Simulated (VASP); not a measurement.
# SiC in VASP: notebook

The runs below take SiC through single point, with PBE.

Program: VASP 6.6.1. These are calculated values, not measurements. Logs are shortened: lines on timing, memory, paths and dates and some standing lists are left out, and cuts for length are marked.

### Step 1. The cell of the first run

The cell holds a wire or tube with vacuum around it, 10 atoms: a = 15.200 Å, b = 9.300 Å, c = 5.363 Å, α = 90.00°, β = 90.00°, γ = 90.00°.

### Step 2. Single point, PBE

File INCAR:

```
ALGO = Normal
EDIFF = 1E-6
ENCUT = 520
GGA = PE
ISIF = 2
ISMEAR = 0
LASPH = True
LCHARG = False
LREAL = False
LWAVE = False
NBANDS = 31
NELM = 60
PREC = Accurate
SIGMA = 0.05
```

File KPOINTS:

```
k-points
0
Gamma
  1 1 6
```

File POSCAR:

```
SiC
1.0
   15.2000000000      0.0000000000      0.0000000000
    0.0000000000      9.3000000000      0.0000000000
    0.0000000000      0.0000000000      5.3634668662
Si C
5 5
Direct
    0.7037236210      0.5000000000      0.3333333333
    0.5000000000      0.5000000000      0.3333333333
    0.6018618105      0.5000000000      0.8333333333
    0.2962763790      0.5000000000      0.3333333333
    0.3981381895      0.5000000000      0.8333333333
    0.6018618105      0.5000000000      0.1666666667
    0.7037236210      0.5000000000      0.6666666667
    0.3981381895      0.5000000000      0.1666666667
    0.5000000000      0.5000000000      0.6666666667
    0.2962763790      0.5000000000      0.6666666667
```

Potentials or basis: VASP PAW PBE potentials, release 64 (Si, C).

Run with:

```bash
$ cat potpaw_PBE.64/Si/POTCAR potpaw_PBE.64/C/POTCAR > POTCAR
$ mpirun -np 1 vasp_std > vasp.out
```

OUTCAR:

```text
EDIFF = 1E-6
   ENCUT = 520
   GGA = PE
   ISIF = 2
   ISMEAR = 0
   LASPH = True
   LREAL = False
   NELM = 60
   PREC = Accurate

 ion  position               nearest neighbor table
   1  0.704  0.500  0.333-   6 1.79   7 1.79   3 3.10   3 3.10   2 3.10
   2  0.500  0.500  0.333-   6 1.79   8 1.79   9 1.79   5 3.10   3 3.10   3 3.10   5 3.10   1 3.10
                             4 3.10
   3  0.602  0.500  0.833-   9 1.79   7 1.79   6 1.79   2 3.10   2 3.10   1 3.10   1 3.10   5 3.10

   4  0.296  0.500  0.333-   8 1.79  10 1.79   5 3.10   5 3.10   2 3.10
   5  0.398  0.500  0.833-   9 1.79  10 1.79   8 1.79   2 3.10   2 3.10   4 3.10   4 3.10   3 3.10

   6  0.602  0.500  0.167-   2 1.79   1 1.79   3 1.79
   7  0.704  0.500  0.667-   3 1.79   1 1.79
   8  0.398  0.500  0.167-   2 1.79   4 1.79   5 1.79
   9  0.500  0.500  0.667-   3 1.79   5 1.79   2 1.79
  10  0.296  0.500  0.667-   5 1.79   4 1.79

  LATTYP: Found a simple orthorhombic cell.
 ALAT       =     5.3634668662
 B/A-ratio  =     1.7339531001
 C/A-ratio  =     2.8339878626

  Lattice vectors:

 A1 = (   0.0000000000,   0.0000000000,  -5.3634668662)
 A2 = (   0.0000000000,   9.3000000000,   0.0000000000)
 A3 = (  15.2000000000,   0.0000000000,   0.0000000000)

Analysis of symmetry for initial positions (statically):
=====================================================================
 Subroutine PRICEL returns:
 Original cell was already a primitive cell.

 Routine SETGRP: Setting up the symmetry group for a
 simple orthorhombic supercell.

 Subroutine GETGRP returns: Found  4 space group operations
 (whereof  4 operations were pure point group operations)
 out of a pool of  8 trial point group operations.

The static configuration has the point symmetry C_2v.

Analysis of symmetry for dynamics (positions and initial velocities):
=====================================================================
 Subroutine PRICEL returns:
 Original cell was already a primitive cell.

 Routine SETGRP: Setting up the symmetry group for a
 simple orthorhombic supercell.

 Subroutine GETGRP returns: Found  4 space group operations
 (whereof  4 operations were pure point group operations)
 out of a pool of  8 trial point group operations.

The dynamic configuration has the point symmetry C_2v.

 Subroutine INISYM returns: Found  4 space group operations
 (whereof  4 operations are pure point group operations),
 and found     1 'primitive' translations

----------------------------------------------------------------------------------------

                                     Primitive cell

  volume of cell :     758.1797

  direct lattice vectors                    reciprocal lattice vectors
    15.200000000  0.000000000  0.000000000     0.065789474  0.000000000  0.000000000
     0.000000000  9.300000000  0.000000000     0.000000000  0.107526882  0.000000000
     0.000000000  0.000000000  5.363466866     0.000000000  0.000000000  0.186446570

  length of vectors
    15.200000000  9.300000000  5.363466866     0.065789474  0.107526882  0.186446570

  position of ions in fractional coordinates (direct lattice)
     0.703723621  0.500000000  0.333333333
     0.500000000  0.500000000  0.333333333
     0.601861810  0.500000000  0.833333333
     0.296276379  0.500000000  0.333333333
     0.398138190  0.500000000  0.833333333
     0.601861810  0.500000000  0.166666667
     0.703723621  0.500000000  0.666666667
     0.398138190  0.500000000  0.166666667
     0.500000000  0.500000000  0.666666667
     0.296276379  0.500000000  0.666666667

  ion indices of the primitive-cell ions
   primitive index   ion index
                 1           1
                 2           2
                 3           3
                 4           4
                 5           5
                 6           6
                 7           7
                 8           8
                 9           9
                10          10

----------------------------------------------------------------------------------------

 KPOINTS: k-points

Automatic generation of k-mesh.
 Grid dimensions read from file:
 generate k-points for:    1    1    6

 Generating k-lattice:

  Cartesian coordinates                     Fractional coordinates (reciprocal lattice)
     0.065789474  0.000000000  0.000000000     1.000000000  0.000000000  0.000000000
     0.000000000  0.107526882  0.000000000     0.000000000  1.000000000  0.000000000
     0.000000000  0.000000000  0.031074428     0.000000000  0.000000000  0.166666667

  Length of vectors
     0.065789474  0.107526882  0.031074428

  Shift w.r.t. Gamma in fractional coordinates (k-lattice)
     0.000000000  0.000000000  0.000000000

 Subroutine IBZKPT returns following result:
 ===========================================

 Found      4 irreducible k-points:

 Following reciprocal coordinates:
            Coordinates               Weight
  0.000000  0.000000  0.000000      1.000000
  0.000000  0.000000  0.166667      2.000000
  0.000000  0.000000  0.333333      2.000000
  0.000000  0.000000  0.500000      1.000000
   k-points           NKPTS =      4   k-points in BZ     NKDIM =      4   number of bands    NBANDS=     31
   number of dos      NEDOS =    301   number of ions     NIONS =     10
   total plane-waves  NPLWV = 336000
   dimension x,y,z NGX =   120 NGY =   70 NGZ =   40
   dimension x,y,z NGXF=   240 NGYF=  140 NGZF=   80
   ions per type =               5   5
   NGX,Y,Z   is equivalent  to a cutoff of  13.12, 12.51, 12.40 a.u.
   NGXF,Y,Z  is equivalent  to a cutoff of  26.25, 25.03, 24.80 a.u.
 SYSTEM =  unknown system
   PREC   = accura    normal or accurate (medium, high low for compatibility)
   ISTART =      0    job   : 0-new  1-cont  2-samecut
   ICHARG =      2    charge: 1-file 2-atom 10-const
   ISPIN  =      1    spin polarized calculation?
   LNONCOLLINEAR =      F non collinear calculations
   LSORBIT =      F    spin-orbit coupling
   LASPH  =      T    aspherical Exc in radial PAW
   ENCUT  =  520.0 eV  38.22 Ry    6.18 a.u.  28.26 17.29  9.97*2*pi/ulx,y,z
   NELM   =     60;   NELMIN=  2; NELMDL= -5     # of ELM steps
   EDIFF  = 0.1E-05   stopping-criterion for ELM
   LREAL  =      F    real-space projection
   EDIFFG = 0.1E-04   stopping-criterion for IOM
   NSW    =      0    number of steps for IOM
   IBRION =     -1    ionic relax: 0-MD 1-quasi-New 2-CG
   NFREE  =      0    steps in history (QN), initial steepest desc. (CG)
   ISIF   =      2    stress and relaxation
   ISYM   =      2    0-nonsym 1-usesym 2-fastsym
   POTIM  = 0.5000    time-step for ionic-motion
   TEBEG  =    0.0;   TEEND  =   0.0 temperature during run
   PSTRESS=    0.0 pullay stress
   NELECT =      40.0000    total number of electrons
   NUPDOWN=      -1.0000    fix difference up-down
   EMIN   =  10.00;   EMAX   =-10.00  energy-range for DOS
   EFERMI =   0.00;   METHOD = LEGACY
   ISMEAR =     0;   SIGMA  =   0.05  broadening in eV -4-tet -1-fermi 0-gaus
   EFERMI_NEDOS =   21; number of points for ismear=-14 and -15
   IALGO  =     38    algorithm
   IMIX   =      4    mixing-type and parameters
     AMIX     =   0.40;   BMIX     =  1.00
     AMIX_MAG =   1.60;   BMIX_MAG =  1.00
  volume/ion in A,a.u.               =      75.82       511.64
  Fermi-wavevector in a.u.,A,eV,Ry     =   0.614003  1.160298  5.129399  0.377000
  Thomas-Fermi vector in A             =   1.670857
   LORBIT       =      0    0 simple, 1 ext, 2 COOP (PROOUT), +10 PAW based schemes
   GGA     = PE    functional components
   LHFCALC =     F    Hartree Fock is set to
   AEXX    =    0.0000 exact exchange contribution
   IVDW    =     0    specifies the selected vdW correction
   LEPSILON=     F    determine dielectric tensor
   LRPA    =     F    only Hartree local field effects (RPA)
 non-spin polarized calculation
 Gauss-broadening in eV      SIGMA  =   0.05
  energy-cutoff  :      520.00
  volume of cell :      758.18
 maximum number of plane-waves:     20468
 NGX is ok and might be reduce to   120
   NGX = 57   NGY = 35   NGZ = 19

 number of electron      39.9999999 magnetization

 Free energy of the ion-electron system (eV)
  ---------------------------------------------------
  ext. energy  EPLUGINS =         0.00000000
  ---------------------------------------------------
  free energy    TOTEN  =       -60.82495017 eV

  energy without entropy =      -60.81715153  energy(sigma->0) =      -60.82105085

 E-fermi :  -3.6040     XC(G=0):  -2.9828

 val. band max:       -3.6511732181   @ k =   0.0000   0.0000   0.1667
 cond. band min:      -3.5569975107   @ k =   0.0000   0.0000   0.3333
 fundamental gap:      0.0941757073
 Fermi energy:        -3.6040137193

 k-point     1 :       0.0000    0.0000    0.0000
  band No.  band energies     occupation
      1     -17.0601      2.00000
      2     -15.8409      2.00000
      3     -14.3993      2.00000
      4     -13.7854      2.00000
      5     -13.3541      2.00000
      6     -11.2987      2.00000
      7     -10.7224      2.00000
      8      -9.9079      2.00000
      9      -8.5660      2.00000
     10      -8.1283      2.00000
     11      -7.5344      2.00000
     12      -7.0661      2.00000
     13      -6.6385      2.00000
     14      -6.0659      2.00000
     15      -5.8893      2.00000
     16      -4.3561      2.00000
     17      -4.1728      2.00000
     18      -3.9269      2.00000
     19      -3.9039      2.00000
     20      -3.4402      0.00000
     21      -3.3735      0.00000
     22      -2.7725      0.00000
     23      -1.2328      0.00000
     24      -1.0663      0.00000
     25      -0.2591      0.00000
     26       0.0858      0.00000
     27       1.1601      0.00000
     28       1.2453      0.00000
     29       1.6082      0.00000
     30       1.9036      0.00000
     31       2.1901      0.00000

 k-point     2 :       0.0000    0.0000    0.1667
  band No.  band energies     occupation
      1     -16.9512      2.00000
      2     -15.7515      2.00000
      3     -14.6953      2.00000
      4     -13.8429      2.00000
      5     -13.6068      2.00000
      6     -10.7951      2.00000
      7     -10.5828      2.00000
      8     -10.2201      2.00000
      9      -8.2950      2.00000
     10      -7.9198      2.00000
     11      -7.7318      2.00000
     12      -6.9515      2.00000
     13      -6.3388      2.00000
     14      -6.2601      2.00000
     15      -5.7916      2.00000
     16      -4.5994      2.00000
     17      -4.3455      2.00000
     18      -4.0477      2.00000
     19      -3.8503      2.00000
     20      -3.6512      1.81775
     21      -3.3624      0.00000
     22      -2.8706      0.00000
     23      -1.0259      0.00000
     24      -0.6131      0.00000
     25      -0.4077      0.00000
     26       0.1699      0.00000
     27       1.2136      0.00000
     28       1.2475      0.00000
     29       1.4118      0.00000
     30       1.9578      0.00000
     31       2.2173      0.00000

 k-point     3 :       0.0000    0.0000    0.3333
  band No.  band energies     occupation
      1     -16.6335      2.00000
      2     -15.5123      2.00000
      3     -15.3746      2.00000
      4     -14.1177      2.00000
      5     -13.7914      2.00000
      6     -10.8278      2.00000
      7     -10.2779      2.00000
      8      -9.5636      2.00000
      9      -8.6752      2.00000
     10      -7.4180      2.00000
     11      -7.3002      2.00000
     12      -6.8159      2.00000
     13      -6.6161      2.00000
     14      -6.1340      2.00000
     15      -5.5215      2.00000
     16      -5.3073      2.00000
     17      -4.2501      2.00000
     18      -4.2091      2.00000
     19      -4.0003      2.00000
     20      -3.7865      2.00000
     21      -3.5570      0.18358
     22      -3.1037      0.00000
     23      -0.8806      0.00000
     24      -0.5882      0.00000
     25       0.4907      0.00000
     26       0.5027      0.00000
     27       0.9065      0.00000
     28       1.0477      0.00000
     29       1.1694      0.00000
     30       1.8241      0.00000
     31       2.1893      0.00000

 k-point     4 :       0.0000    0.0000    0.5000
  band No.  band energies     occupation
      1     -16.2534      2.00000
      2     -15.9089      2.00000
      3     -15.3194      2.00000
      4     -14.4276      2.00000
      5     -13.7416      2.00000
      6     -11.0339      2.00000
      7     -10.0643      2.00000
      8      -9.0133      2.00000
      9      -8.4831      2.00000
     10      -8.0964      2.00000
     11      -6.8162      2.00000
     12      -6.7063      2.00000
     13      -6.3001      2.00000
     14      -6.1988      2.00000
     15      -5.8874      2.00000
     16      -5.2783      2.00000
     17      -4.5740      2.00000
     18      -4.0459      2.00000
     19      -3.9497      2.00000
     20      -3.7798      2.00000
     21      -3.7102      1.99733
     22      -3.3226      0.00000
     23      -1.0603      0.00000
     24      -0.2581      0.00000
     25       0.5234      0.00000
     26       0.6218      0.00000
     27       1.1050      0.00000
     28       1.1737      0.00000
     29       1.2926      0.00000
     30       1.5086      0.00000
     31       1.8308      0.00000

------------------------ aborting loop because EDIFF is reached ----------------------------------------

  FORCE on cell =-STRESS in cart. coord.  units (eV):
  Direction    XX          YY          ZZ          XY          YZ          ZX
  --------------------------------------------------------------------------------------
  -------------------------------------------------------------------------------------
  Total       -1.7984402      0.0143019     -7.6810757      0.0000000      0.0000000      0.0000000
  in kB       -3.8004448      0.0302227    -16.2315684      0.0000000      0.0000000      0.0000000
  external PRESSURE =      -6.6672635 kB  Pullay stress =       0.0000000 kB

 VOLUME and BASIS-vectors are now :
 -----------------------------------------------------------------------------
  energy-cutoff  :      520.00
  volume of cell :      758.18
      direct lattice vectors                 reciprocal lattice vectors
    15.200000000  0.000000000  0.000000000     0.065789474  0.000000000  0.000000000
     0.000000000  9.300000000  0.000000000     0.000000000  0.107526882  0.000000000
     0.000000000  0.000000000  5.363466866     0.000000000  0.000000000  0.186446570

 POSITION                                       TOTAL-FORCE (eV/Angst)
 -----------------------------------------------------------------------------------
     10.69660      4.65000      1.78782        -0.175411     -0.000000      2.263233
      7.60000      4.65000      1.78782         0.000000      0.000000      0.963393
      9.14830      4.65000      4.46956         1.357904      0.000000     -0.625370
      4.50340      4.65000      1.78782         0.175411      0.000000      2.263233
      6.05170      4.65000      4.46956        -1.357904      0.000000     -0.625370
      9.14830      4.65000      0.89391        -0.223599     -0.000000     -0.398786
     10.69660      4.65000      3.57564        -0.677666      0.000000     -1.660701
      6.05170      4.65000      0.89391         0.223599      0.000000     -0.398786
      7.60000      4.65000      3.57564         0.000000      0.000000     -0.120145
      4.50340      4.65000      3.57564         0.677666      0.000000     -1.660701
 -----------------------------------------------------------------------------------
    total drift:                               -0.000000      0.000000     -0.000031

  FREE ENERGIE OF THE ION-ELECTRON SYSTEM (eV)
  ---------------------------------------------------
  free  energy   TOTEN  =       -60.8249501720 eV

  energy  without entropy=      -60.8171515285  energy(sigma->0) =      -60.82105085
```

It took 4.9 min on 1 thread of Intel Xeon Platinum 8375C at 2.90GHz (Ice Lake), shared host; peak memory 0.69 GiB.

Results:

```
Free energy            : -60.8250 eV
Largest force          : 2.270 eV/Å
Band gap on the k mesh : zero (bands 20 and 21 overlap by 0.27 eV)
```

Forces in eV/Å, atoms in the order of the input:
```
Si  -0.175  0.000  2.263
Si   0.000  0.000  0.963
Si   1.358  0.000 -0.625
Si   0.175  0.000  2.263
Si  -1.358  0.000 -0.625
C   -0.224  0.000 -0.399
C   -0.678  0.000 -1.661
C    0.224  0.000 -0.399
C    0.000  0.000 -0.120
C    0.678  0.000 -1.661
```

### Step 3. Single point, PBE

This run uses another cell than the first one.

File INCAR:

```
SYSTEM = SiC
PREC = Accurate ; ENCUT = 520
EDIFF = 1E-6 ; ISMEAR = 0
SIGMA = 0.05 ; LREAL = .FALSE.
LASPH = .TRUE. ; NELM = 80
ALGO = Normal ; ISIF = 2
LWAVE = .FALSE. ; LCHARG = .FALSE.
GGA = PE ; NBANDS = 31
```

File KPOINTS:

```
regular mesh
0
G
  1 1 6
  0 0 0
```

File POSCAR:

```
SiC
1.0
   15.2000000000      0.0000000000      0.0000000000
    0.0000000000      9.3000000000      0.0000000000
    0.0000000000      0.0000000000      5.3843263695
Si C
5 5
Direct
    0.6786914859      0.5000000000      0.3817865134
    0.5000000000      0.5000000000      0.3206029079
    0.6074259826      0.5000000000      0.8078508376
    0.3213085141      0.5000000000      0.3817865134
    0.3925740174      0.5000000000      0.8078508376
    0.6008451777      0.5000000000      0.1429026683
    0.7155839849      0.5000000000      0.6798675514
    0.3991548223      0.5000000000      0.1429026683
    0.5000000000      0.5000000000      0.6545819506
    0.2844160151      0.5000000000      0.6798675514
```

Potentials or basis: VASP PAW PBE potentials, release 64 (Si, C).

Run with:

```bash
$ cat potpaw_PBE.64/Si/POTCAR potpaw_PBE.64/C/POTCAR > POTCAR
$ mpirun -np 1 vasp_std > vasp.out
```

Run time: 5.2 min. Hardware: 1 thread of Intel Xeon Platinum 8375C at 2.90GHz (Ice Lake), shared host; peak memory 0.67 GiB.

It converged, with:

```
Free energy            : -62.0639 eV
Largest force          : 0.039 eV/Å
Band gap on the k mesh : 1.33 eV (least direct gap 1.50 eV)
```

Forces on the atoms (eV/Å):
```
Si  -0.017  0.000 -0.026
Si   0.000  0.000 -0.004
Si  -0.012  0.000  0.010
Si   0.017  0.000 -0.026
Si   0.012  0.000  0.010
C    0.001  0.000 -0.018
C    0.020  0.000  0.033
C   -0.001  0.000 -0.018
C    0.000  0.000  0.005
C   -0.020  0.000  0.033
```

Levels at points of the mesh, in eV from the valence-band top:
| k point | band 16 | band 17 | band 18 | band 19 | band 20 | band 21 | band 22 | band 23 | band 24 | band 25 |
| --- | --- | --- | --- | --- | --- | --- | --- | --- | --- | --- |
| (0.00, 0.00, 0.00) | -1.09 | -0.66 | -0.60 | -0.52 | 0.00 | 1.50 | 2.30 | 2.40 | 2.65 | 3.34 |
| (0.00, 0.00, 0.50) | -1.80 | -1.34 | -1.26 | -0.73 | -0.51 | 1.33 | 1.85 | 3.05 | 3.32 | 3.58 |

The gap in the log of VASP goes by the Fermi energy; the results here count the filled bands.